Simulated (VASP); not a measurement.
Write the native input for VASP 6.6.1 that does the following.

```yaml
Task: single point
Functional: r2SCAN
Potentials_or_basis: VASP PAW PBE potentials, release 64 (Mg, Zn, O)
Cutoff: 520 eV
k_mesh: 8 × 6 × 8
Occupations: gaussian, width 0.05 eV
Spin: no spin polarisation
Dipole_correction: no
Further_INCAR_settings: ALGO = Normal; EDIFF = 1e-06; NBANDS = 41
```

MgZn3O4:

```xyz
8
Lattice="0.0000 3.2544 0.0000 -2.6712 0.0000 4.9396 5.8978 -1.6272 0.0000" Properties=species:S:1:pos:R:3 pbc="T T T"
Mg    0.5071    0.0000    4.5442
Zn    1.8459    1.6272    2.0535
Zn    3.6716    0.0000    4.1008
Zn    5.0007    1.6272    1.6554
O    -1.2231    0.0000    3.6003
O     0.0887    1.6272    1.1119
O     3.2674    1.6272    0.6916
O     1.9198    0.0000    3.1757
```

These files were run (other wordings do the same):

POSCAR

```
MgZn3O4
1.0
    0.0000000000      3.2544174600      0.0000000000
   -2.6711651497      0.0000000000      4.9395585555
    5.8978414162     -1.6272087300      0.0000000000
Mg Zn O
1 3 4
Direct
    0.2513161900      0.9199541500      0.5026323800
    0.7506309500      0.4157215400      0.5012619000
    0.4992668100      0.8301920000      0.9985336200
    0.9998360800      0.3351350900      0.9996721600
    0.0613617200      0.7288743100      0.1227234400
    0.5584937700      0.2251075800      0.1169875400
    0.8087079000      0.1400168100      0.6174158000
    0.3083455900      0.6429155400      0.6166911800
```

INCAR.step1

```
  ALGO = Normal
  EDIFF = 1E-4
  ENCUT = 520
  GGA = PE
  ISMEAR = 0
  LASPH = True
  LCHARG = False
  LREAL = False
  LWAVE = True
  NBANDS = 41
  NELM = 100
  PREC = Accurate
  SIGMA = 0.05
```

INCAR.step2

```
  ALGO = Normal
  EDIFF = 1E-6
  ENCUT = 520
  ISIF = 2
  ISMEAR = 0
  ISTART = 1
  LASPH = True
  LCHARG = False
  LMIXTAU = True
  LREAL = False
  LWAVE = False
  METAGGA = R2SCAN
  NBANDS = 41
  NELM = 100
  PREC = Accurate
  SIGMA = 0.05
```

KPOINTS

```
k-points
0
Gamma
  8 6 8
```

Potentials or basis: VASP PAW PBE potentials, release 64 (Mg, Zn, O).

Command:

```sh
$ cat potpaw_PBE.64/Mg/POTCAR potpaw_PBE.64/Zn/POTCAR potpaw_PBE.64/O/POTCAR > POTCAR
$ cp INCAR.step1 INCAR
$ mpirun -np 1 vasp_std > vasp.out
$ cp INCAR.step2 INCAR
$ mpirun -np 1 vasp_std > vasp.out
```

It gave:

| Item | Value |
| --- | --- |
| Pressure | 0.1 GPa |
| Largest force | 0.048 eV/Å |
| Band gap on the k mesh | 1.81 eV |

Caveat: the PAW data sets were made with another functional, which shifts forces and pressure a little.

It took 8.5 min on 1 thread of Intel(R) Xeon(R) 6975P-C (Granite Rapids), on a shared host, peak memory 0.49 GiB.
